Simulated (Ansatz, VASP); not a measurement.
# Two plane-wave programs on SiC

INCAR

```
SYSTEM = SiC
  PREC = Accurate
  ENCUT = 520
  EDIFF = 1E-6
  ISMEAR = 0
  SIGMA = 0.05
  LREAL = .FALSE.
  LASPH = .TRUE.
  NELM = 100
  ALGO = Normal
  ISIF = 2
  LWAVE = .FALSE.
  LCHARG = .TRUE.
  GGA = CA
  LELF = .TRUE.
  LVHAR = .TRUE.
  NBANDS = 16
```

Contents of KPOINTS:

```
Automatic mesh
0
G
  12 12 6
  0 0 0
```

POSCAR

```
SiC
1.0
    3.1423316029      0.0000000000      0.0000000000
   -1.5711658015      2.7213389952      0.0000000000
    0.0000000000      0.0000000000      4.7449207204
Si C
2 2
Direct
    0.3333333333      0.6666666667      0.0046041256
    0.6666666667      0.3333333333      0.5046041256
    0.3333333333      0.6666666667      0.3654442382
    0.6666666667      0.3333333333      0.8654442382
```

Input for Ansatz:

```yaml
crystal:
  lattice:
    - [3.1423316029, 0.0, 0.0]
    - [-1.5711658015, 2.7213389952, 0.0]
    - [0.0, 0.0, 4.7449207204]
  atoms:
    - { symbol: Si, position: [0.3333333333, 0.6666666667, 0.0046041256] }
    - { symbol: Si, position: [0.6666666667, 0.3333333333, 0.5046041256] }
    - { symbol: C, position: [0.3333333333, 0.6666666667, 0.3654442382] }
    - { symbol: C, position: [0.6666666667, 0.3333333333, 0.8654442382] }
basis:
  ecutwfc: 520.0
kpoints:
  mp_grid: { grid: [12, 12, 6] }
hamiltonian:
  xc: lda
  pseudopotentials: { kind: paw, azcp: { folder: soft_1 } }
scf:
  occupations: { method: gaussian, width: 0.05 }
output:
  forces: true
  stress: true
  eigenvalues: true
```

Alike in both runs: task single point; functional LDA; k mesh 12 × 12 × 6; occupations gaussian, width 0.05 eV; no spin polarisation.

|  | VASP | Ansatz |
| --- | --- | --- |
| version | VASP 6.6.1 | Ansatz 0.2.0 |
| potentials or method | VASP PAW LDA potentials, release 64 (Si, C), cutoff 520 eV | scalar-relativistic, plane waves, PAW |
| valence electrons in the cell | 16 | 16 |

|  | VASP | Ansatz | Ansatz less VASP |
| --- | --- | --- | --- |
| gap on the k mesh at the Fermi level (eV) | 2.04 | 2.05 | +0.009 |
| least direct gap on the mesh (eV) | 3.00 | 3.01 | +0.012 |
| pressure (GPa) | 6.3 | 5.9 | -0.38 |
| traceless stress, the component that is largest in VASP (GPa) | 46.78 | 46.63 | -0.150 |
| rms of the force components (eV/Å) | 1.965 | 1.965 | 0.0000 |

Ansatz warns that its potentials were made for another functional, while VASP's fit it. LDA's correlation is that of Perdew and Zunger in VASP and of Perdew and Wang (1992) in Ansatz. Atom by atom the forces differ by 0.000 eV/Å (rms over components).
